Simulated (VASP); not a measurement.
# Cu (Fm-3m) in VASP: notebook

Cu is run at these levels: LDA; tasks: single point.

All numbers are computed with VASP 6.6.1; they aren't measurements. Logs are shortened: lines on timing, memory, paths and dates and some standing lists are left out, and cuts for length are marked.

**1. The cell of the first run**

It takes space group Fm-3m (No. 225, cubic). Conventional cell: a = 3.520 Å, b = 3.520 Å, c = 3.520 Å, α = 90.00°, β = 90.00°, γ = 90.00°. Within 3.3 Å of Cu (site symmetry m-3m) lie 12 Cu at 2.49 Å.

**2. Single point, LDA**

INCAR

```
SYSTEM = Cu
PREC     = Accurate       ! precision mode
ENCUT    = 520            ! plane-wave cutoff, eV
EDIFF    = 1E-6           ! SCF threshold, eV
ISMEAR   = 0              ! smearing method
SIGMA    = 0.1            ! smearing width, eV
LREAL    = .False.        ! projectors in reciprocal space
LASPH    = .True.         ! aspherical terms in the spheres
NELM     = 80             ! most SCF steps
ALGO     = Normal         ! electronic algorithm
ISIF     = 2              ! what is computed and relaxed
LWAVE    = .False.        ! write WAVECAR
LCHARG   = .False.        ! write CHGCAR
GGA      = CA             ! functional
NBANDS   = 12             ! bands
```

KPOINTS

```
regular mesh
0
Gamma
  10 10 10
  0 0 0
```

POSCAR

```
Cu
1.0
    0.0000000000      1.7597846661      1.7597846661
    1.7597846661      0.0000000000      1.7597846661
    1.7597846661      1.7597846661      0.0000000000
Cu
1
Direct
    0.0000000000      0.0000000000      0.0000000000
```

Potentials or basis: VASP PAW LDA potentials, release 64 (Cu).

Run with:

```
cat potpaw_LDA.64/Cu/POTCAR > POTCAR
mpirun -np 1 vasp_std > vasp.out
```

OUTCAR:

```text
SYSTEM = Cu
   PREC = Accurate
   ENCUT = 520
   EDIFF = 1E-6
   ISMEAR = 0
   LREAL = .False.
   LASPH = .True.
   NELM = 80
   ISIF = 2
   GGA = CA

 ion  position               nearest neighbor table
   1  0.000  0.000  0.000-

  LATTYP: Found a face centered cubic cell.
 ALAT       =     3.5195693322

  Lattice vectors:

 A1 = (   0.0000000000,   1.7597846661,   1.7597846661)
 A2 = (   1.7597846661,   0.0000000000,   1.7597846661)
 A3 = (   1.7597846661,   1.7597846661,   0.0000000000)

Analysis of symmetry for initial positions (statically):
=====================================================================
 Subroutine PRICEL returns:
 Original cell was already a primitive cell.

 Routine SETGRP: Setting up the symmetry group for a
 face centered cubic supercell.

 Subroutine GETGRP returns: Found 48 space group operations
 (whereof 48 operations were pure point group operations)
 out of a pool of 48 trial point group operations.

The static configuration has the point symmetry O_h .

Analysis of symmetry for dynamics (positions and initial velocities):
=====================================================================
 Subroutine PRICEL returns:
 Original cell was already a primitive cell.

 Routine SETGRP: Setting up the symmetry group for a
 face centered cubic supercell.

 Subroutine GETGRP returns: Found 48 space group operations
 (whereof 48 operations were pure point group operations)
 out of a pool of 48 trial point group operations.

The dynamic configuration has the point symmetry O_h .

 Subroutine INISYM returns: Found 48 space group operations
 (whereof 48 operations are pure point group operations),
 and found     1 'primitive' translations

----------------------------------------------------------------------------------------

                                     Primitive cell

  volume of cell :      10.8996

  direct lattice vectors                    reciprocal lattice vectors
     0.000000000  1.759784666  1.759784666    -0.284125672  0.284125672  0.284125672
     1.759784666  0.000000000  1.759784666     0.284125672 -0.284125672  0.284125672
     1.759784666  1.759784666  0.000000000     0.284125672  0.284125672 -0.284125672

  length of vectors
     2.488711342  2.488711342  2.488711342     0.492120099  0.492120099  0.492120099

  position of ions in fractional coordinates (direct lattice)
     0.000000000  0.000000000  0.000000000

  ion indices of the primitive-cell ions
   primitive index   ion index
                 1           1

----------------------------------------------------------------------------------------

 KPOINTS: regular mesh

Automatic generation of k-mesh.
 Grid dimensions read from file:
 generate k-points for:   10   10   10

 Generating k-lattice:

  Cartesian coordinates                     Fractional coordinates (reciprocal lattice)
    -0.028412567  0.028412567  0.028412567     0.100000000  0.000000000  0.000000000
     0.028412567 -0.028412567  0.028412567     0.000000000  0.100000000  0.000000000
     0.028412567  0.028412567 -0.028412567     0.000000000  0.000000000  0.100000000

  Length of vectors
     0.049212010  0.049212010  0.049212010

  Shift w.r.t. Gamma in fractional coordinates (k-lattice)
     0.000000000  0.000000000  0.000000000

 Subroutine IBZKPT returns following result:
 ===========================================

 Found     47 irreducible k-points:

 Following reciprocal coordinates:
            Coordinates               Weight
  0.000000  0.000000  0.000000      1.000000
  0.100000  0.000000  0.000000      8.000000
  0.200000  0.000000  0.000000      8.000000
  0.300000  0.000000  0.000000      8.000000
  0.400000  0.000000  0.000000      8.000000
  0.500000  0.000000  0.000000      4.000000
[... 16 lines left out ...]
  0.300000  0.300000  0.000000      6.000000
  0.400000  0.300000  0.000000     24.000000
 [... further k-points ...]
   k-points           NKPTS =     47   k-points in BZ     NKDIM =     47   number of bands    NBANDS=     12
   number of dos      NEDOS =    301   number of ions     NIONS =      1
   total plane-waves  NPLWV =   8000
   dimension x,y,z NGX =    20 NGY =   20 NGZ =   20
   dimension x,y,z NGXF=    40 NGYF=   40 NGZF=   40
   ions per type =               1
   NGX,Y,Z   is equivalent  to a cutoff of  13.36, 13.36, 13.36 a.u.
   NGXF,Y,Z  is equivalent  to a cutoff of  26.72, 26.72, 26.72 a.u.
 SYSTEM =  Cu
   PREC   = accura    normal or accurate (medium, high low for compatibility)
   ISTART =      0    job   : 0-new  1-cont  2-samecut
   ICHARG =      2    charge: 1-file 2-atom 10-const
   ISPIN  =      1    spin polarized calculation?
   LNONCOLLINEAR =      F non collinear calculations
   LSORBIT =      F    spin-orbit coupling
   LASPH  =      T    aspherical Exc in radial PAW
   ENCUT  =  520.0 eV  38.22 Ry    6.18 a.u.   4.63  4.63  4.63*2*pi/ulx,y,z
   NELM   =     80;   NELMIN=  2; NELMDL= -5     # of ELM steps
   EDIFF  = 0.1E-05   stopping-criterion for ELM
   LREAL  =      F    real-space projection
   EDIFFG = 0.1E-04   stopping-criterion for IOM
   NSW    =      0    number of steps for IOM
   IBRION =     -1    ionic relax: 0-MD 1-quasi-New 2-CG
   NFREE  =      0    steps in history (QN), initial steepest desc. (CG)
   ISIF   =      2    stress and relaxation
   ISYM   =      2    0-nonsym 1-usesym 2-fastsym
   POTIM  = 0.5000    time-step for ionic-motion
   TEBEG  =    0.0;   TEEND  =   0.0 temperature during run
   PSTRESS=    0.0 pullay stress
   NELECT =      11.0000    total number of electrons
   NUPDOWN=      -1.0000    fix difference up-down
   EMIN   =  10.00;   EMAX   =-10.00  energy-range for DOS
   EFERMI =   0.00;   METHOD = LEGACY
   ISMEAR =     0;   SIGMA  =   0.10  broadening in eV -4-tet -1-fermi 0-gaus
   EFERMI_NEDOS =   21; number of points for ismear=-14 and -15
   IALGO  =     38    algorithm
   IMIX   =      4    mixing-type and parameters
     AMIX     =   0.40;   BMIX     =  1.00
     AMIX_MAG =   1.60;   BMIX_MAG =  1.00
  volume/ion in A,a.u.               =      10.90        73.55
  Fermi-wavevector in a.u.,A,eV,Ry     =   1.642112  3.103142 36.688558  2.696533
  Thomas-Fermi vector in A             =   2.732470
   LORBIT       =      0    0 simple, 1 ext, 2 COOP (PROOUT), +10 PAW based schemes
   GGA     = CA    functional components
   LHFCALC =     F    Hartree Fock is set to
   AEXX    =    0.0000 exact exchange contribution
   IVDW    =     0    specifies the selected vdW correction
   LEPSILON=     F    determine dielectric tensor
   LRPA    =     F    only Hartree local field effects (RPA)
 non-spin polarized calculation
 Gauss-broadening in eV      SIGMA  =   0.10
  energy-cutoff  :      520.00
  volume of cell :       10.90
 maximum number of plane-waves:       303
   NGX =  9   NGY =  9   NGZ =  9

 number of electron      10.9999999 magnetization

 Free energy of the ion-electron system (eV)
  ---------------------------------------------------
  ext. energy  EPLUGINS =         0.00000000
  ---------------------------------------------------
  free energy    TOTEN  =        -4.69349306 eV

  energy without entropy =       -4.68996500  energy(sigma->0) =       -4.69172903

 E-fermi :   8.2579     XC(G=0): -13.5795

 val. band max:        8.2069312638   @ k =   0.5000   0.1000   0.0000
 cond. band min:       8.5187183437   @ k =   0.5000   0.3000   0.1000
 fundamental gap:      0.3117870800
 Fermi energy:         8.2579280155

 k-point     1 :       0.0000    0.0000    0.0000
  band No.  band energies     occupation
      1      -1.5882      2.00000
      2       5.0482      2.00000
      3       5.0482      2.00000
      4       5.0482      2.00000
      5       5.9968      2.00000
      6       5.9968      2.00000
      7      31.7010      0.00000
      8      34.8135      0.00000
      9      34.8135      0.00000
     10      34.8135      0.00000
     11      37.4279      0.00000
     12      37.4279      0.00000

 k-point     2 :       0.1000    0.0000    0.0000
  band No.  band energies     occupation
      1      -1.2046      2.00000
      2       4.9640      2.00000
      3       5.1210      2.00000
      4       5.1210      2.00000
      5       5.9703      2.00000
      6       5.9703      2.00000
      7      29.3592      0.00000
      8      32.6463      0.00000
      9      33.9122      0.00000
     10      33.9122      0.00000
     11      38.8038      0.00000
     12      38.8038      0.00000

 k-point     3 :       0.2000    0.0000    0.0000
  band No.  band energies     occupation
      1      -0.1078      2.00000
      2       4.7959      2.00000
      3       5.2312      2.00000
      4       5.2312      2.00000
      5       5.9926      2.00000
      6       5.9926      2.00000
      7      24.0885      0.00000
      8      32.0743      0.00000
      9      32.7911      0.00000
     10      32.7911      0.00000
     11      39.2939      0.00000
     12      39.3349      0.00000
[... 286 lines left out ...]
 k-point    23 :       0.3000    0.3000    0.0000
  band No.  band energies     occupation
      1       2.1972      2.00000
      2       3.9923      2.00000
      3       5.6837      2.00000
      4       6.0740      2.00000
      5       6.0740      2.00000
      6       6.4040      2.00000
      7      24.6923      0.00000
      8      24.8815      0.00000
      9      24.8815      0.00000
     10      27.7027      0.00000
     11      31.0438      0.00000
     12      48.9829      0.00000

 k-point    24 :       0.4000    0.3000    0.0000
  band No.  band energies     occupation
      1       2.9099      2.00000
      2       3.8396      2.00000
      3       5.6494      2.00000
      4       6.1455      2.00000
      5       6.6042      2.00000
      6       7.2562      2.00000
      7      21.1168      0.00000
      8      22.0696      0.00000
      9      24.0197      0.00000
     10      28.3850      0.00000
     11      32.4427      0.00000
     12      47.5724      0.00000

 [... further k-points ...]
[... 5 lines left out ...]
  --------------------------------------------------------------------------------------
  -------------------------------------------------------------------------------------
  Total        0.0446971      0.0446971      0.0446971      0.0000000      0.0000000     -0.0000000
  in kB        6.5702396      6.5702396      6.5702396      0.0000000      0.0000000     -0.0000000
  external PRESSURE =       6.5702396 kB  Pullay stress =       0.0000000 kB

 VOLUME and BASIS-vectors are now :
 -----------------------------------------------------------------------------
  energy-cutoff  :      520.00
  volume of cell :       10.90
      direct lattice vectors                 reciprocal lattice vectors
     0.000000000  1.759784666  1.759784666    -0.284125672  0.284125672  0.284125672
     1.759784666  0.000000000  1.759784666     0.284125672 -0.284125672  0.284125672
     1.759784666  1.759784666  0.000000000     0.284125672  0.284125672 -0.284125672

 POSITION                                       TOTAL-FORCE (eV/Angst)
 -----------------------------------------------------------------------------------
      0.00000      0.00000      0.00000         0.000000      0.000000      0.000000
 -----------------------------------------------------------------------------------
    total drift:                               -0.000000     -0.000000     -0.000000

  FREE ENERGIE OF THE ION-ELECTRON SYSTEM (eV)
  ---------------------------------------------------
  free  energy   TOTEN  =        -4.6934930569 eV

  energy  without entropy=       -4.6899649998  energy(sigma->0) =       -4.69172903
```

Wall time 2.9 s (1 thread of AMD EPYC 9R45 (Zen 5), shared host); peak memory 0.09 GiB.

What came out:

```yaml
Free_energy: -4.6935 eV
Pressure: 0.7 GPa
Band_gap_on_the_k_mesh: zero (an odd number of electrons rules out a gap without spin polarisation)
```

Levels at points of the mesh, in eV from the Fermi level:
| k point | band 3 | band 4 | band 5 | band 6 | band 7 | band 8 | band 9 | band 10 |
| --- | --- | --- | --- | --- | --- | --- | --- | --- |
| (0.00, 0.00, 0.00) | -3.21 | -3.21 | -2.26 | -2.26 | 23.44 | 26.56 | 26.56 | 26.56 |
| (0.50, 0.00, 0.00) | -3.24 | -1.62 | -1.62 | -1.09 | 4.27 | 21.92 | 23.32 | 23.32 |
| (0.50, 0.50, 0.00) | -1.63 | -1.46 | -1.46 | 1.56 | 7.82 | 13.77 | 13.77 | 18.61 |

**3. Single point, LDA**

INCAR

```
ALGO = Normal ; EDIFF = 1E-6
ENCUT = 520 ; GGA = CA
ISIF = 2 ; ISMEAR = 0
LASPH = T ; LCHARG = T
LELF = T ; LREAL = F
LVHAR = T ; LWAVE = F
NBANDS = 12 ; NELM = 100
PREC = Accurate ; SIGMA = 0.1
```

KPOINTS

```
k-points
0
Gamma
  18 18 18
```

POSCAR

```
Cu
1.0
    0.0000000000      1.7591974728      1.7591974728
    1.7591974728      0.0000000000      1.7591974728
    1.7591974728      1.7591974728      0.0000000000
Cu
1
Direct
    0.0000000000      0.0000000000      0.0000000000
```

Potentials or basis: VASP PAW LDA potentials, release 64 (Cu).

Run with:

```
cat potpaw_LDA.64/Cu/POTCAR > POTCAR
mpirun -np 1 vasp_std > vasp.out
```

It took 14 s on 1 thread of AMD EPYC 9R45 (Zen 5), shared host; peak memory 0.1 GiB.

Results (log left out):

```
Free energy            : -4.7081 eV
Pressure               : 0.9 GPa
Band gap on the k mesh : zero (an odd number of electrons rules out a gap without spin polarisation)
```

Levels at points of the mesh, in eV from the Fermi level:
| k point | band 3 | band 4 | band 5 | band 6 | band 7 | band 8 | band 9 | band 10 |
| --- | --- | --- | --- | --- | --- | --- | --- | --- |
| (0.00, 0.00, 0.00) | -3.30 | -3.30 | -2.35 | -2.35 | 23.35 | 26.47 | 26.47 | 26.47 |
| (0.50, 0.00, 0.00) | -3.33 | -1.71 | -1.71 | -1.19 | 4.18 | 21.83 | 23.23 | 23.23 |
| (0.50, 0.50, 0.00) | -1.72 | -1.55 | -1.55 | 1.46 | 7.73 | 13.67 | 13.67 | 18.53 |

**4. Single point, LDA**

INCAR

```
  ALGO = Normal
  EDIFF = 1E-6
  ENCUT = 520
  GGA = CA
  ISIF = 2
  ISMEAR = -1
  LASPH = T
  LCHARG = T
  LELF = T
  LREAL = F
  LVHAR = T
  LWAVE = F
  NBANDS = 12
  NELM = 100
  PREC = Accurate
  SIGMA = 0.15
```

KPOINTS

```
k-points
0
Gamma
  20 20 20
```

POSCAR is that of step 3.

Run with:

```
cat potpaw_LDA.64/Cu/POTCAR > POTCAR
mpirun -np 1 vasp_std > vasp.out
```

It took 19 s on 1 thread of AMD EPYC 9R45 (Zen 5), shared host; peak memory 0.11 GiB.

The run converged. Its results:

* Free energy: -4.7185 eV
* Pressure: 0.9 GPa
* Band gap on the k mesh: zero (an odd number of electrons rules out a gap without spin polarisation)

Levels at points of the mesh, in eV from the Fermi level:
```csv
k point,band 4,band 5,band 6,band 7,band 8,band 9
"(0.00, 0.00, 0.00)",-3.36,-2.41,-2.41,23.30,26.42,26.42
"(0.50, 0.00, 0.00)",-1.76,-1.76,-1.24,4.13,21.78,23.19
"(0.50, 0.50, 0.00)",-1.60,-1.60,1.41,7.68,13.63,13.63
```

**5. Overview**

| cell | k mesh | smearing | gap on the mesh (eV) | pressure (GPa) |
| --- | --- | --- | --- | --- |
| a = 2.489 Å, angles 60.0°, 1 atom | 10 × 10 × 10 | gaussian 0.1 eV | none | 0.7 |
| a = 2.488 Å, angles 60.0°, 1 atom | 18 × 18 × 18 | gaussian 0.1 eV | none | 0.9 |
| a = 2.488 Å, angles 60.0°, 1 atom | 20 × 20 × 20 | fermi-dirac 0.15 eV | none | 0.9 |

Alike in all rows: task single point; level LDA; potentials or basis VASP PAW LDA potentials, release 64 (Cu); no spin polarisation; cutoff (eV) 520.

Total energies depend on the potentials used, so only differences within one code and one set of settings carry meaning.
